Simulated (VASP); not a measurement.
# C (Fd-3m) in VASP: further runs, part 2 of 2

VASP 6.6.1. The steps go on from the part before.

## Step 4: Single point, PBE-based screened hybrid with 35 % exact exchange

POSCAR reads:

```
C
1.0
    0.0000000000      1.7833700000      1.7833700000
    1.7833700000      0.0000000000      1.7833700000
    1.7833700000      1.7833700000      0.0000000000
C
2
Direct
    0.5000000000      0.5000000000      0.5000000000
    0.7500000000      0.7500000000      0.7500000000
```

INCAR.step1 reads:

```
PREC = Accurate
ENCUT = 520
EDIFF = 1E-5
ISMEAR = 0
SIGMA = 0.01
LREAL = False
LASPH = True
NELM = 120
ALGO = Normal
ISIF = 2
LWAVE = True
LCHARG = False
NBANDS = 11
GGA = PE
GGA_COMPAT = False
```

INCAR.step2 reads:

```
PREC = Accurate
ENCUT = 520
EDIFF = 1E-6
ISMEAR = 0
SIGMA = 0.01
LREAL = False
LASPH = True
NELM = 120
ALGO = Normal
ISIF = 2
LWAVE = False
LCHARG = False
GGA = PE
LHFCALC = True
AEXX = 0.35
HFSCREEN = 0.20786987370883472
PRECFOCK = Normal
NBANDS = 11
ISTART = 1
GGA_COMPAT = False
```

KPOINTS reads:

```
Automatic mesh
0
Gamma
  6 6 6
```

Potentials or basis: VASP PAW PBE potentials, release 64 (C).

The run is started by

```console
cat potpaw_PBE.64/C/POTCAR > POTCAR
cp INCAR.step1 INCAR
mpirun -np 1 vasp_std > vasp.out
cp INCAR.step2 INCAR
mpirun -np 1 vasp_std > vasp.out
```

OUTCAR:

```text
PREC = Accurate
   ENCUT = 520
   EDIFF = 1E-6
   ISMEAR = 0
   LREAL = False
   LASPH = True
   NELM = 120
   ISIF = 2
   GGA = PE
   LHFCALC = True
   AEXX = 0.35
   HFSCREEN = 0.20786987370883472
   PRECFOCK = Normal
   ISTART = 1

 ion  position               nearest neighbor table
   1  0.500  0.500  0.500-   2 1.54   2 1.54   2 1.54   2 1.54
   2  0.750  0.750  0.750-   1 1.54   1 1.54   1 1.54   1 1.54

  LATTYP: Found a face centered cubic cell.
 ALAT       =     3.5667400000

  Lattice vectors:

 A1 = (   0.0000000000,   1.7833700000,   1.7833700000)
 A2 = (   1.7833700000,   0.0000000000,   1.7833700000)
 A3 = (   1.7833700000,   1.7833700000,   0.0000000000)

Analysis of symmetry for initial positions (statically):
=====================================================================
 Subroutine PRICEL returns:
 Original cell was already a primitive cell.

 Routine SETGRP: Setting up the symmetry group for a
 face centered cubic supercell.

 Subroutine GETGRP returns: Found 48 space group operations
 (whereof 24 operations were pure point group operations)
[... 173 lines left out ...]
  band No.  band energies     occupation
      1     -15.4910      2.00000
      2       8.8509      2.00000
      3       8.8509      2.00000
      4       8.8509      2.00000
      5      16.3999      0.00000
      6      16.3999      0.00000
      7      16.3999      0.00000
      8      24.9023      0.00000
      9      30.3317      0.00000
     10      37.8691      0.00000
     11      37.8691      0.00000
[... 197 lines left out ...]
 k-point    16 :      -0.3333    0.5000    0.1667
  band No.  band energies     occupation
      1      -5.1388      2.00000
      2      -5.1388      2.00000
      3       0.1082      2.00000
      4       0.1082      2.00000
      5      19.0501      0.00000
      6      19.0501      0.00000
      7      26.3195      0.00000
      8      26.3195      0.00000
      9      33.6652      0.00000
     10      33.6652      0.00000
     11      42.3745      0.00000

------------------------ aborting loop because EDIFF is reached ----------------------------------------

  FORCE on cell =-STRESS in cart. coord.  units (eV):
  Direction    XX          YY          ZZ          XY          YZ          ZX
  --------------------------------------------------------------------------------------
  -------------------------------------------------------------------------------------
  Total       -0.7794848     -0.7794848     -0.7794848      0.0000000      0.0000000      0.0000000
  in kB     -110.0940577   -110.0940577   -110.0940577      0.0000000      0.0000000      0.0000000
  external PRESSURE =    -110.0940577 kB  Pullay stress =       0.0000000 kB

 VOLUME and BASIS-vectors are now :
 -----------------------------------------------------------------------------
  energy-cutoff  :      520.00
  volume of cell :       11.34
      direct lattice vectors                 reciprocal lattice vectors
     0.000000000  1.783370000  1.783370000    -0.280368067  0.280368067  0.280368067
     1.783370000  0.000000000  1.783370000     0.280368067 -0.280368067  0.280368067
     1.783370000  1.783370000  0.000000000     0.280368067  0.280368067 -0.280368067

 POSITION                                       TOTAL-FORCE (eV/Angst)
 -----------------------------------------------------------------------------------
      1.78337      1.78337      1.78337        -0.000000     -0.000000     -0.000000
      2.67505      2.67505      2.67505         0.000000      0.000000      0.000000
 -----------------------------------------------------------------------------------
    total drift:                               -0.000000      0.000000     -0.000000

  FREE ENERGIE OF THE ION-ELECTRON SYSTEM (eV)
  ---------------------------------------------------
  free  energy   TOTEN  =       -22.2020316260 eV

  energy  without entropy=      -22.2020316260  energy(sigma->0) =      -22.20203163
```

OUTCAR.step1:

```text
PREC = Accurate
   ENCUT = 520
   EDIFF = 1E-5
   ISMEAR = 0
   LREAL = False
[... 437 lines left out ...]
      1.78337      1.78337      1.78337         0.000000      0.000000      0.000000
      2.67505      2.67505      2.67505        -0.000000     -0.000000     -0.000000
 -----------------------------------------------------------------------------------
    total drift:                                0.000000     -0.000000      0.000000

  FREE ENERGIE OF THE ION-ELECTRON SYSTEM (eV)
  ---------------------------------------------------
  free  energy   TOTEN  =       -18.1758904508 eV

  energy  without entropy=      -18.1758904508  energy(sigma->0) =      -18.17589045
```

OSZICAR.step1:

```text
N       E                     dE             d eps       ncg     rms          rms(c)
DAV:   1     0.168657836049E+01    0.16866E+01   -0.47856E+03   352   0.694E+02
DAV:   2    -0.184121844719E+02   -0.20099E+02   -0.19388E+02   463   0.131E+02
DAV:   3    -0.188165760436E+02   -0.40439E+00   -0.40315E+00   409   0.142E+01
DAV:   4    -0.188172554786E+02   -0.67943E-03   -0.67942E-03   385   0.726E-01
DAV:   5    -0.188172562319E+02   -0.75333E-06   -0.75332E-06   406   0.233E-02    0.556E+00
DAV:   6    -0.183361245607E+02    0.48113E+00   -0.25055E-01   364   0.353E+00    0.333E+00
DAV:   7    -0.181740008322E+02    0.16212E+00   -0.30728E-01   376   0.395E+00    0.757E-01
DAV:   8    -0.181758279223E+02   -0.18271E-02   -0.85041E-03   355   0.686E-01    0.441E-02
DAV:   9    -0.181758702623E+02   -0.42340E-04   -0.65356E-05   419   0.651E-02    0.244E-02
DAV:  10    -0.181758903579E+02   -0.20096E-04   -0.15203E-05   367   0.341E-02    0.533E-03
DAV:  11    -0.181758904508E+02   -0.92880E-07   -0.26491E-07   188   0.469E-03
   1 F= -.18175890E+02 E0= -.18175890E+02  d E =-.623169-117
```

It took 1.8 min on 1 thread of Intel Xeon 8259CL, shared host; peak memory 0.22 GiB.

Results:

```yaml
Free_energy: -22.2020 eV
Pressure: -11.0 GPa
Band_gap_on_the_k_mesh: 5.80 eV (least direct gap 7.55 eV)
```

Caveat: the k points lie up to 0.51 Å⁻¹ apart; the PAW data sets were made with another functional, which shifts forces and pressure a little. A k mesh can miss the band edges.

## Step 5: Summary

```csv
level,share of exact exchange,gap on the mesh (eV),pressure (GPa)
PBE-based screened hybrid with 5 % exact exchange,0.05,4.38,0.5
PBE-based screened hybrid with 20 % exact exchange,0.2,5.08,-5.4
PBE-based screened hybrid with 35 % exact exchange,0.35,5.80,-11.0
```

Alike in all rows: task single point; potentials or basis VASP PAW PBE potentials, release 64 (C); no spin polarisation; cell as given; k mesh 6 × 6 × 6; cutoff (eV) 520; smearing gaussian 0.01 eV.

Caveats: all runs use coarse meshes; the PAW data sets were made with another functional, which shifts forces and pressure a little.

Total energies depend on the potentials used, so only differences within one code and one set of settings carry meaning.
